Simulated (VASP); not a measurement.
CuO: single point with PBE

The system is CuO.

```
Cu O
1.0
     1.99097   -2.15355    0.00000
     1.99097    2.15355    0.00000
     0.00000    0.00000    5.15593
Cu O
2 2
Direct
  0.50000 0.00000 0.00000
  0.00000 0.50000 0.50000
  0.50000 0.50000 0.25000
  0.50000 0.50000 0.75000
```

- Program: VASP 6.6.1
- Task: single point
- Functional: PBE
- Potentials or basis: VASP PAW PBE potentials, release 64 (Cu_sv_GW, O)
- Cutoff: 820 eV
- k mesh: 8 × 8 × 5
- Occupations: fermi-dirac, width 0.05 eV
- Spin: no spin polarisation

* Pressure: 0.8 GPa
* Band gap on the k mesh: zero (bands 25 and 26 overlap by 0.85 eV)

Stress tensor (GPa, compression positive):
```
1.43 0.00 0.00
0.00 0.30 0.00
0.00 0.00 0.53
```

Levels at points of the mesh, in eV from the Fermi level:
```
           k point  band 21  band 22  band 23  band 24  band 25  band 26  band 27  band 28  band 29  band 30
(0.00, 0.00, 0.00)    -2.36    -2.34    -2.28    -1.89     0.59     0.78     1.40     6.09     7.27    13.32
(0.50, 0.00, 0.00)    -2.24    -1.87    -1.55    -1.50     0.23     0.48     3.66     5.89     6.37    10.97
(0.50, 0.50, 0.00)    -2.33    -2.30    -1.57    -1.20    -1.15     1.14     2.16     7.19     9.13    10.30
```

It took 2.3 min on 1 thread of AMD EPYC 9R45 96-Core Processor (Zen 5), with other jobs on the host, peak memory 0.28 GiB.

Caveat: semilocal functionals often make such compounds metallic where correlation or magnetic order opens a gap, which also shifts bond lengths. With open d or f shells a metallic result of PBE can be an artefact of self-interaction; +U or a hybrid may open a gap.
